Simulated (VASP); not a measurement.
# NiO (Fm-3m) in VASP: further runs, part 2 of 2

VASP 6.6.1. The steps go on from the part before.

### Step 3. Single point, r2SCAN+U, collinear spin, antiferromagnetic start

Input file POSCAR:

```
NiO
1.0
    0.0000000000      2.0913095100      2.0913095100
    4.1826190200      2.0913095100      2.0913095100
    4.1826190200      4.1826190200      0.0000000000
Ni O
2 2
Direct
    0.0000000000      0.0000000000      0.0000000000
    0.0000000000      0.0000000000      0.5000000000
    0.5000000000      0.5000000000      0.0000000000
    0.5000000000      0.5000000000      0.5000000000
```

Input file INCAR.step1:

```
SYSTEM = NiO
  PREC = Accurate
  ENCUT = 520
  ISMEAR = 0
  SIGMA = 0.05
  LREAL = .FALSE.
  LASPH = .TRUE.
  NELM = 150
  ISPIN = 2
  MAGMOM = 2 -2 0 0
  LMAXMIX = 4
  LDAU = .TRUE.
  LDAUTYPE = 2
  LDAUL = 2 -1
  LDAUU = 3 0
  LDAUJ = 0 0
  NBANDS = 28
  GGA = PE
  ALGO = Normal
  EDIFF = 1E-4
  LWAVE = .TRUE.
  LCHARG = .FALSE.
```

Input file INCAR.step2:

```
SYSTEM = NiO
  PREC = Accurate
  ENCUT = 520
  EDIFF = 1E-7
  ISMEAR = 0
  SIGMA = 0.05
  LREAL = .FALSE.
  LASPH = .TRUE.
  NELM = 150
  ALGO = Normal
  ISIF = 2
  LWAVE = .FALSE.
  LCHARG = .FALSE.
  ISPIN = 2
  MAGMOM = 2 -2 0 0
  LORBIT = 11
  LMAXMIX = 4
  LDAU = .TRUE.
  LDAUTYPE = 2
  LDAUL = 2 -1
  LDAUU = 3 0
  LDAUJ = 0 0
  LDAUPRINT = 1
  METAGGA = R2SCAN
  LMIXTAU = .TRUE.
  NBANDS = 28
  ISTART = 1
```

Input file KPOINTS:

```
regular mesh
0
G
  8 8 8
  0 0 0
```

Potentials or basis: VASP PAW PBE potentials, release 64 (Ni, O).

Command:

```
> cat potpaw_PBE.64/Ni/POTCAR potpaw_PBE.64/O/POTCAR > POTCAR
> cp INCAR.step1 INCAR
> mpirun -np 1 vasp_std > vasp.out
> cp INCAR.step2 INCAR
> mpirun -np 1 vasp_std > vasp.out
```

OUTCAR:

```text
SYSTEM = NiO
   PREC = Accurate
   ENCUT = 520
   EDIFF = 1E-7
   ISMEAR = 0
   LREAL = .FALSE.
   LASPH = .TRUE.
   NELM = 150
   ISIF = 2
   ISPIN = 2
   LORBIT = 11
   METAGGA = R2SCAN
   ISTART = 1

 ion  position               nearest neighbor table
   1  0.000  0.000  0.000-   4 2.09   3 2.09   4 2.09   3 2.09   4 2.09   4 2.09   2 2.96   2 2.96
                             2 2.96   2 2.96   2 2.96   2 2.96   2 2.96   2 2.96
   2  0.000  0.000  0.500-   3 2.09   3 2.09   4 2.09   4 2.09   3 2.09   3 2.09   1 2.96   1 2.96
                             1 2.96   1 2.96   1 2.96   1 2.96   1 2.96   1 2.96
   3  0.500  0.500  0.000-   2 2.09   1 2.09   2 2.09   1 2.09   2 2.09   2 2.09
   4  0.500  0.500  0.500-   1 2.09   1 2.09   2 2.09   2 2.09   1 2.09   1 2.09

  LATTYP: Found a simple tetragonal cell.
 ALAT       =     2.9575582722
 C/A-ratio  =     1.4142135624

  Lattice vectors:

 A1 = (   0.0000000000,  -2.0913095100,   2.0913095100)
 A2 = (   0.0000000000,  -2.0913095100,  -2.0913095100)
 A3 = (   4.1826190200,   0.0000000000,   0.0000000000)

Analysis of symmetry for initial positions (statically):
=====================================================================
 Subroutine PRICEL returns following result:
[... 1796 lines left out ...]
  -------------------------------------------------------------------------------------
  Total       -0.1381429     -0.1045565     -0.1045565      0.0000000      0.0000000      0.0000000
  in kB       -6.0495643     -4.5787488     -4.5787488      0.0000000      0.0000000      0.0000000
  external PRESSURE =      -5.0690206 kB  Pullay stress =       0.0000000 kB

 VOLUME and BASIS-vectors are now :
 -----------------------------------------------------------------------------
  energy-cutoff  :      520.00
  volume of cell :       36.59
      direct lattice vectors                 reciprocal lattice vectors
     0.000000000  2.091309510  2.091309510    -0.239084649  0.239084649  0.239084649
     4.182619020  2.091309510  2.091309510     0.239084649 -0.239084649  0.239084649
     4.182619020  4.182619020  0.000000000     0.000000000  0.239084649 -0.239084649

 POSITION                                       TOTAL-FORCE (eV/Angst)
 -----------------------------------------------------------------------------------
      0.00000      0.00000      0.00000         0.000000      0.000000     -0.000000
      2.09131      2.09131      0.00000         0.000000      0.000000      0.000000
      2.09131      2.09131      2.09131        -0.000000      0.000000     -0.000000
      4.18262      4.18262      2.09131         0.000000     -0.000000      0.000000
 -----------------------------------------------------------------------------------
    total drift:                                0.000000     -0.000000     -0.000000

  FREE ENERGIE OF THE ION-ELECTRON SYSTEM (eV)
  ---------------------------------------------------
  free  energy   TOTEN  =       -38.9791486173 eV

  energy  without entropy=      -38.9791486173  energy(sigma->0) =      -38.97914862

 total charge

# of ion       s       p       d       tot
------------------------------------------
    1        0.340   0.424   8.164   8.928
    2        0.340   0.424   8.164   8.928
    3        1.553   3.513   0.000   5.066
    4        1.553   3.513   0.000   5.066
--------------------------------------------------
tot          3.785   7.875  16.329  27.988

 magnetization (x)

# of ion       s       p       d       tot
------------------------------------------
    1        0.017   0.018   1.772   1.807
    2       -0.017  -0.018  -1.772  -1.807
    3       -0.008  -0.062   0.000  -0.069
    4        0.008   0.062   0.000   0.069
--------------------------------------------------
tot          0.000   0.000   0.000   0.000
```

OSZICAR.step1:

```text
N       E                     dE             d eps       ncg     rms          rms(c)
DAV:   1     0.259721696406E+03    0.25972E+03   -0.14526E+04  8760   0.151E+03
DAV:   2     0.368297434132E+01   -0.25604E+03   -0.22875E+03  8668   0.338E+02
DAV:   3    -0.228818209596E+02   -0.26565E+02   -0.25036E+02  9280   0.118E+02
DAV:   4    -0.234104170672E+02   -0.52860E+00   -0.52667E+00  8900   0.168E+01
DAV:   5    -0.234211774634E+02   -0.10760E-01   -0.10759E-01 10024   0.236E+00    0.217E+01
DAV:   6    -0.210413815327E+02    0.23798E+01   -0.16427E+01 11124   0.854E+01    0.240E+01
DAV:   7    -0.210870320412E+02   -0.45651E-01   -0.39535E+00 10608   0.448E+01    0.115E+01
DAV:   8    -0.213087841610E+02   -0.22175E+00   -0.60539E-01 10832   0.740E+00    0.770E+00
DAV:   9    -0.213639969071E+02   -0.55213E-01   -0.34108E-02 11760   0.669E+00    0.937E-01
DAV:  10    -0.213749396799E+02   -0.10943E-01   -0.25889E-02 12052   0.223E+00    0.297E-01
DAV:  11    -0.213748121476E+02    0.12753E-03   -0.28648E-03  9764   0.115E+00    0.947E-02
DAV:  12    -0.213749520624E+02   -0.13991E-03   -0.40960E-04  8596   0.189E-01    0.542E-02
DAV:  13    -0.213750139249E+02   -0.61863E-04   -0.35307E-05  5076   0.112E-01
   1 F= -.21375014E+02 E0= -.21375014E+02  d E =-.187059E-22  mag=     0.0000
```

It took 16 min on 1 thread of AMD EPYC 9R45 (Zen 5), shared host; peak memory 0.3 GiB.

What came out:

| Item | Value |
| --- | --- |
| Free energy | -38.9791 eV |
| Pressure | -0.5 GPa |
| Band gap on the k mesh | 2.45 eV |
| Net moment | 0.00 μB per cell |
| Site moments | Ni +1.81, -1.81; O -0.07, +0.07 μB |
| Valence electrons inside the program's atomic spheres | Ni 8.93; O 5.07 |

Eigenvalues of the final occupation matrices:
| site | spin | trace | eigenvalues |
| --- | --- | --- | --- |
| site 1 d | 1 | 4.98 | 0.98 0.98 0.98 1.02 1.02 |
| site 1 d | 2 | 3.21 | 0.14 0.14 0.97 0.97 0.97 |
| site 2 d | 1 | 3.21 | 0.14 0.14 0.97 0.97 0.97 |
| site 2 d | 2 | 4.98 | 0.98 0.98 0.98 1.02 1.02 |

Caveat: the PAW data sets were made with another functional, which shifts forces and pressure a little. A k mesh can miss the band edges.
